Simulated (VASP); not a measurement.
# As (Im-3m) in VASP: a series of runs

As is run at these levels: PBEsol; tasks: single point.

Program: VASP 6.6.1. These are calculated values, not measurements. Logs are shortened: lines on timing, memory, paths and dates and some standing lists are left out, and cuts for length are marked.

### 1 The cell of the first run

The structure is cubic, space group Im-3m (No. 229). Conventional cell: a = 3.354 Å, b = 3.354 Å, c = 3.354 Å, α = 90.00°, β = 90.00°, γ = 90.00°. Within 3.8 Å of As (site symmetry m-3m) lie 14 As at 2.90 to 3.35 Å.

### 2 Single point, PBEsol (volume scaled by 1.04)

Contents of INCAR:

```
PREC = Accurate ; ENCUT = 520
EDIFF = 1E-7 ; ISMEAR = -1
SIGMA = 0.1 ; LREAL = False
LASPH = True ; NELM = 80
ALGO = Normal ; ISIF = 2
LWAVE = False ; LCHARG = False
GGA = PS ; NBANDS = 8
```

Contents of KPOINTS:

```
Automatic mesh
0
Gamma
  15 15 15
```

Contents of POSCAR:

```
As
1.0
   -1.6767733351      1.6767733351      1.6767733351
    1.6767733351     -1.6767733351      1.6767733351
    1.6767733351      1.6767733351     -1.6767733351
As
1
Direct
    0.0000000000      0.0000000000      0.0000000000
```

Potentials or basis: VASP PAW PBE potentials, release 64 (As).

On the command line:

```
cat potpaw_PBE.64/As/POTCAR > POTCAR
mpirun -np 1 vasp_std > vasp.out
```

OUTCAR:

```text
PREC = Accurate
   ENCUT = 520
   EDIFF = 1E-7
   ISMEAR = -1
   LREAL = False
   LASPH = True
   NELM = 80
   ISIF = 2
   GGA = PS

 ion  position               nearest neighbor table
   1  0.000  0.000  0.000-

  LATTYP: Found a body centered cubic cell.
 ALAT       =     3.3535466702

  Lattice vectors:

 A1 = (  -1.6767733351,   1.6767733351,   1.6767733351)
 A2 = (   1.6767733351,  -1.6767733351,   1.6767733351)
 A3 = (   1.6767733351,   1.6767733351,  -1.6767733351)

Analysis of symmetry for initial positions (statically):
=====================================================================
 Subroutine PRICEL returns:
 Original cell was already a primitive cell.

 Routine SETGRP: Setting up the symmetry group for a
 body centered cubic supercell.

 Subroutine GETGRP returns: Found 48 space group operations
 (whereof 48 operations were pure point group operations)
 out of a pool of 48 trial point group operations.

The static configuration has the point symmetry O_h .

Analysis of symmetry for dynamics (positions and initial velocities):
=====================================================================
 Subroutine PRICEL returns:
 Original cell was already a primitive cell.

 Routine SETGRP: Setting up the symmetry group for a
 body centered cubic supercell.

 Subroutine GETGRP returns: Found 48 space group operations
 (whereof 48 operations were pure point group operations)
 out of a pool of 48 trial point group operations.

The dynamic configuration has the point symmetry O_h .

 Subroutine INISYM returns: Found 48 space group operations
 (whereof 48 operations are pure point group operations),
 and found     1 'primitive' translations

----------------------------------------------------------------------------------------

                                     Primitive cell

  volume of cell :      18.8575

  direct lattice vectors                    reciprocal lattice vectors
    -1.676773335  1.676773335  1.676773335     0.000000000  0.298191765  0.298191765
     1.676773335 -1.676773335  1.676773335     0.298191765  0.000000000  0.298191765
     1.676773335  1.676773335 -1.676773335     0.298191765  0.298191765  0.000000000

  length of vectors
     2.904256609  2.904256609  2.904256609     0.421706838  0.421706838  0.421706838

  position of ions in fractional coordinates (direct lattice)
     0.000000000  0.000000000  0.000000000

  ion indices of the primitive-cell ions
   primitive index   ion index
                 1           1

----------------------------------------------------------------------------------------

 KPOINTS: Automatic mesh

Automatic generation of k-mesh.
 Grid dimensions read from file:
 generate k-points for:   15   15   15

 Generating k-lattice:

  Cartesian coordinates                     Fractional coordinates (reciprocal lattice)
     0.000000000  0.019879451  0.019879451     0.066666667  0.000000000  0.000000000
     0.019879451  0.000000000  0.019879451     0.000000000  0.066666667  0.000000000
     0.019879451  0.019879451  0.000000000     0.000000000  0.000000000  0.066666667

  Length of vectors
     0.028113789  0.028113789  0.028113789

  Shift w.r.t. Gamma in fractional coordinates (k-lattice)
     0.000000000  0.000000000  0.000000000

 Subroutine IBZKPT returns following result:
 ===========================================

 Found    120 irreducible k-points:

 Following reciprocal coordinates:
            Coordinates               Weight
  0.000000  0.000000  0.000000      1.000000
  0.066667  0.000000  0.000000     12.000000
  0.133333  0.000000  0.000000     12.000000
  0.200000  0.000000  0.000000     12.000000
  0.266667  0.000000  0.000000     12.000000
  0.333333  0.000000  0.000000     12.000000
[... 16 lines left out ...]
  0.333333  0.200000  0.000000     48.000000
  0.400000  0.200000  0.000000     24.000000
 [... further k-points ...]
   k-points           NKPTS =    120   k-points in BZ     NKDIM =    120   number of bands    NBANDS=      8
   number of dos      NEDOS =    301   number of ions     NIONS =      1
   total plane-waves  NPLWV =  13824
   dimension x,y,z NGX =    24 NGY =   24 NGZ =   24
   dimension x,y,z NGXF=    48 NGYF=   48 NGZF=   48
   ions per type =               1
   NGX,Y,Z   is equivalent  to a cutoff of  13.74, 13.74, 13.74 a.u.
   NGXF,Y,Z  is equivalent  to a cutoff of  27.48, 27.48, 27.48 a.u.
 SYSTEM =  unknown system
   PREC   = accura    normal or accurate (medium, high low for compatibility)
   ISTART =      0    job   : 0-new  1-cont  2-samecut
   ICHARG =      2    charge: 1-file 2-atom 10-const
   ISPIN  =      1    spin polarized calculation?
   LNONCOLLINEAR =      F non collinear calculations
   LSORBIT =      F    spin-orbit coupling
   LASPH  =      T    aspherical Exc in radial PAW
   ENCUT  =  520.0 eV  38.22 Ry    6.18 a.u.   5.40  5.40  5.40*2*pi/ulx,y,z
   NELM   =     80;   NELMIN=  2; NELMDL= -5     # of ELM steps
   EDIFF  = 0.1E-06   stopping-criterion for ELM
   LREAL  =      F    real-space projection
   EDIFFG = 0.1E-05   stopping-criterion for IOM
   NSW    =      0    number of steps for IOM
   IBRION =     -1    ionic relax: 0-MD 1-quasi-New 2-CG
   NFREE  =      0    steps in history (QN), initial steepest desc. (CG)
   ISIF   =      2    stress and relaxation
   ISYM   =      2    0-nonsym 1-usesym 2-fastsym
   POTIM  = 0.5000    time-step for ionic-motion
   TEBEG  =    0.0;   TEEND  =   0.0 temperature during run
   PSTRESS=    0.0 pullay stress
   NELECT =       5.0000    total number of electrons
   NUPDOWN=      -1.0000    fix difference up-down
   EMIN   =  10.00;   EMAX   =-10.00  energy-range for DOS
   EFERMI =   0.00;   METHOD = LEGACY
   ISMEAR =    -1;   SIGMA  =   0.10  broadening in eV -4-tet -1-fermi 0-gaus
   EFERMI_NEDOS =   21; number of points for ismear=-14 and -15
   IALGO  =     38    algorithm
   IMIX   =      4    mixing-type and parameters
     AMIX     =   0.40;   BMIX     =  1.00
     AMIX_MAG =   1.60;   BMIX_MAG =  1.00
  volume/ion in A,a.u.               =      18.86       127.26
  Fermi-wavevector in a.u.,A,eV,Ry     =   1.051729  1.987479 15.049862  1.106134
  Thomas-Fermi vector in A             =   2.186784
   LORBIT       =      0    0 simple, 1 ext, 2 COOP (PROOUT), +10 PAW based schemes
   GGA     = PS    functional components
   LHFCALC =     F    Hartree Fock is set to
   AEXX    =    0.0000 exact exchange contribution
   IVDW    =     0    specifies the selected vdW correction
   LEPSILON=     F    determine dielectric tensor
   LRPA    =     F    only Hartree local field effects (RPA)
 non-spin polarized calculation
  energy-cutoff  :      520.00
  volume of cell :       18.86
 maximum number of plane-waves:       531
 NGX is ok and might be reduce to    24
   NGX = 11   NGY = 11   NGZ = 11

 number of electron       5.0000000 magnetization

 Free energy of the ion-electron system (eV)
  ---------------------------------------------------
  ext. energy  EPLUGINS =         0.00000000
  ---------------------------------------------------
  free energy    TOTEN  =        -4.73728836 eV

  energy without entropy =       -4.71686943  energy(sigma->0) =       -4.72707890

 E-fermi :   6.4301     XC(G=0): -10.9106

 val. band max:        6.3776144735   @ k =  -0.4667   0.4667   0.2000
 cond. band min:       6.4725282655   @ k =   0.2000   0.1333   0.1333
 fundamental gap:      0.0949137920
 Fermi energy:         6.4300855159

 k-point     1 :       0.0000    0.0000    0.0000
  band No.  band energies     occupation
      1      -8.7081      2.00000
      2      12.4325      0.00000
      3      12.4325      0.00000
      4      12.4325      0.00000
      5      19.5500      0.00000
      6      19.5500      0.00000
      7      19.5500      0.00000
      8      21.1749      0.00000

 k-point     2 :       0.0667    0.0000    0.0000
  band No.  band energies     occupation
      1      -8.5965      2.00000
      2      11.6554      0.00000
      3      12.1126      0.00000
      4      12.3627      0.00000
      5      19.0110      0.00000
      6      19.1703      0.00000
      7      20.0744      0.00000
      8      21.2793      0.00000

 k-point     3 :       0.1333    0.0000    0.0000
  band No.  band energies     occupation
      1      -8.2628      2.00000
      2       9.8390      0.00000
      3      11.3673      0.00000
      4      12.1629      0.00000
      5      17.9196      0.00000
      6      18.0084      0.00000
      7      21.2514      0.00000
      8      21.2551      0.00000

 k-point     4 :       0.2000    0.0000    0.0000
  band No.  band energies     occupation
      1      -7.7112      2.00000
      2       7.6438      0.00001
      3      10.5141      0.00000
      4      11.8665      0.00000
      5      16.6681      0.00000
      6      17.0339      0.00000
      7      21.1930      0.00000
      8      21.7120      0.00000

 k-point     5 :       0.2667    0.0000    0.0000
  band No.  band energies     occupation
      1      -6.9516      2.00000
      2       5.3994      1.99993
      3       9.7318      0.00000
      4      11.5297      0.00000
      5      15.6670      0.00000
      6      16.2147      0.00000
      7      21.5377      0.00000
      8      22.4149      0.00000
[... 177 lines left out ...]
 k-point    22 :       0.2667    0.2000    0.0000
  band No.  band energies     occupation
      1      -4.8211      2.00000
      2       2.6564      2.00000
      3       5.4992      1.99982
      4       9.7744      0.00000
      5      16.2846      0.00000
      6      18.4022      0.00000
      7      22.0636      0.00000
      8      24.1853      0.00000

 k-point    23 :       0.3333    0.2000    0.0000
  band No.  band energies     occupation
      1      -3.8510      2.00000
      2       1.2981      2.00000
      3       4.9387      2.00000
      4       9.5326      0.00000
      5      16.1164      0.00000
      6      18.9835      0.00000
      7      22.1091      0.00000
      8      23.7706      0.00000

 k-point    24 :       0.4000    0.2000    0.0000
  band No.  band energies     occupation
      1      -3.3566      2.00000
      2       0.6556      2.00000
      3       4.7666      2.00000
      4       9.4498      0.00000
      5      16.0486      0.00000
      6      19.2652      0.00000
      7      22.4519      0.00000
      8      22.9541      0.00000

 [... further k-points ...]
[... 5 lines left out ...]
  --------------------------------------------------------------------------------------
  -------------------------------------------------------------------------------------
  Total       -0.3700226     -0.3700226     -0.3700226      0.0000000      0.0000000      0.0000000
  in kB      -31.4380579    -31.4380579    -31.4380579      0.0000000      0.0000000      0.0000000
  external PRESSURE =     -31.4380579 kB  Pullay stress =       0.0000000 kB

 VOLUME and BASIS-vectors are now :
 -----------------------------------------------------------------------------
  energy-cutoff  :      520.00
  volume of cell :       18.86
      direct lattice vectors                 reciprocal lattice vectors
    -1.676773335  1.676773335  1.676773335     0.000000000  0.298191765  0.298191765
     1.676773335 -1.676773335  1.676773335     0.298191765  0.000000000  0.298191765
     1.676773335  1.676773335 -1.676773335     0.298191765  0.298191765  0.000000000

 POSITION                                       TOTAL-FORCE (eV/Angst)
 -----------------------------------------------------------------------------------
      0.00000      0.00000      0.00000         0.000000      0.000000     -0.000000
 -----------------------------------------------------------------------------------
    total drift:                                0.000000      0.000000     -0.000000

  FREE ENERGIE OF THE ION-ELECTRON SYSTEM (eV)
  ---------------------------------------------------
  free  energy   TOTEN  =        -4.7372883639 eV

  energy  without entropy=       -4.7168694324  energy(sigma->0) =       -4.72707890
```

Run time: 8.4 s. Hardware: 1 thread of Intel Xeon Platinum 8259CL at 2.50GHz (Skylake/Cascade Lake), shared host; peak memory 0.14 GiB.

Results:

* Free energy: -4.7373 eV
* Pressure: -3.1 GPa

Caveat: the PAW data sets were made with another functional, which shifts forces and pressure a little.

(Part 1 of 2 ends here.)
